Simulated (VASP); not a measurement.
Write the native input for VASP 6.6.1 that does the following.

- Task: single point
- Functional: PBE
- Potentials or basis: VASP PAW PBE potentials, release 64 (In_d, P)
- Cutoff: 520 eV
- k mesh: 8 × 8 × 8
- Occupations: gaussian, width 0.016 eV
- Spin: no spin polarisation
- Dipole correction: no
- Further INCAR settings: ALGO = Normal; EDIFF = 1e-07; NBANDS = 16

The structure of InP lies in POSCAR:

```
InP
1.0
    0.0000000000      2.9305000000      2.9305000000
    2.9305000000      0.0000000000      2.9305000000
    2.9305000000      2.9305000000      0.0000000000
In P
1 1
Direct
    0.0000000000      0.0000000000      0.0000000000
    0.7500000000      0.7500000000      0.7500000000
```

One way to write it, as run:

INCAR

```
SYSTEM = InP
ALGO = Normal ; EDIFF = 1E-7
ENCUT = 520 ; GGA = PE
ISIF = 2 ; ISMEAR = 0
LASPH = .True. ; LCHARG = .False.
LREAL = .False. ; LWAVE = .False.
NBANDS = 16 ; NELM = 80
PREC = Accurate ; SIGMA = 0.016
```

KPOINTS

```
k-points
0
Gamma
  8 8 8
  0 0 0
```

Potentials or basis: VASP PAW PBE potentials, release 64 (In_d, P).

Command:

```console
$ cat potpaw_PBE.64/In_d/POTCAR potpaw_PBE.64/P/POTCAR > POTCAR
$ mpirun -np 1 vasp_std > vasp.out
```

It gave:

```yaml
Pressure: 3.3 GPa
Band_gap_on_the_k_mesh: 0.71 eV, direct
```

Caveat: spin-orbit coupling is left out, which moves the levels of the heavy elements.

It took 32 s on 1 thread of Intel(R) Xeon(R) Platinum 8259CL CPU @ 2.50GHz (Skylake/Cascade Lake) (shared host), peak memory 0.18 GiB.
